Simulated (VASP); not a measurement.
Input of a VASP 6.6.1 run:

The input INCAR:

```
PREC     = Accurate       # precision mode
ENCUT    = 500            # plane-wave cutoff, eV
EDIFF    = 1E-6           # SCF threshold, eV
ISMEAR   = 0              # smearing method
SIGMA    = 0.01           # smearing width, eV
LREAL    = F              # projectors in reciprocal space
LASPH    = T              # aspherical terms in the spheres
NELM     = 200            # most SCF steps
ALGO     = Normal         # electronic algorithm
ISIF     = 2              # what is computed and relaxed
LWAVE    = F              # write WAVECAR
LCHARG   = F              # write CHGCAR
MAGMOM   = 0 0 0 0 0 0 0 0 0 0 0 0 # initial moments
LORBIT   = 11             # projections on sites
LSORBIT  = T              # spin-orbit coupling
GGA_COMPAT= F            
LORBMOM  = T            
GGA      = PS             # functional
NBANDS   = 50             # bands
```

Contents of KPOINTS:

```
regular mesh
0
Gamma
  6 6 4
```

The input POSCAR:

```
ZnSe
1.0
    4.1077020000      0.0000000000      0.0000000000
    0.0000000000      4.1077020000      0.0000000000
    0.0000000000      0.0000000000      6.0703500000
Zn Se
2 2
Direct
    1.0000000000      0.0000000000      0.0000000000
    0.5000000000      0.5000000000      0.0000000000
    1.0000000000      0.5000000000      0.2462800000
    0.5000000000      0.0000000000      0.7537200000
```

Potentials or basis: VASP PAW PBE potentials, release 64 (Zn, Se).

Launch:

```sh
$ cat potpaw_PBE.64/Zn/POTCAR potpaw_PBE.64/Se/POTCAR > POTCAR
$ mpirun -np 1 vasp_ncl > vasp.out
```

Problem. Predict the pressure.

Solution. -2.6 GPa.

Problem. Predict the largest force.

Solution. 0.349 eV/Å.

Stress tensor (GPa, compression positive):
```
-2.78  0.00  0.00
 0.00 -2.78  0.00
 0.00  0.00 -2.13
```

Caveat: the PAW data sets were made with another functional, which shifts forces and pressure a little.
